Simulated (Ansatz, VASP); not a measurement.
# P in VASP and in Ansatz

File INCAR:

```
SYSTEM = P
PREC = Accurate
ENCUT = 520
EDIFF = 1E-8
ISMEAR = -1
SIGMA = 0.05
LREAL = .False.
LASPH = .True.
NELM = 100
ALGO = Normal
ISIF = 2
LWAVE = .False.
LCHARG = .False.
GGA = PE
LEFG = .True.
NBANDS = 8
```

KPOINTS

```
Automatic mesh
0
Gamma
  20 20 20
  0 0 0
```

File POSCAR:

```
P
1.0
    0.0000000000      1.9248655792      1.9248655792
    1.9248655792      0.0000000000      1.9248655792
    1.9248655792      1.9248655792      0.0000000000
P
1
Direct
    0.0000000000      0.0000000000      0.0000000000
```

Input for Ansatz:

```yaml
crystal:
  lattice:
    - [0.0, 1.9248655792, 1.9248655792]
    - [1.9248655792, 0.0, 1.9248655792]
    - [1.9248655792, 1.9248655792, 0.0]
  atoms:
    - { symbol: P, position: [0.0, 0.0, 0.0] }
kpoints:
  mp_grid: { grid: [20, 20, 20] }
scf:
  occupations: { method: fermi_dirac, width: 0.05 }
hamiltonian:
  xc: pbe
  pseudopotentials: { kind: paw }
output:
  forces: true
  stress: true
  eigenvalues: true
  efg: { contact_densities: true }
```

Change from the starting cell: volume scaled by 0.98, PAW files.

Alike in both runs: task electric field gradients; functional PBE; k mesh 20 × 20 × 20; occupations fermi-dirac, width 0.05 eV; no spin polarisation.

|  | VASP | Ansatz |
| --- | --- | --- |
| version | VASP 6.6.1 | Ansatz 0.2.0 |
| potentials or method | VASP PAW PBE potentials, release 64 (P) | PAW with Ansatz's default frozen-core files, scalar-relativistic |
| plane-wave cutoff (eV) | 520 | 420 |
| valence electrons in the cell | 5 | 5 |

```csv
,VASP,Ansatz,Ansatz less VASP
pressure (GPa),1.7,1.9,+0.18
```

The functional is the same, so the differences come from potentials, cutoffs and numerics.
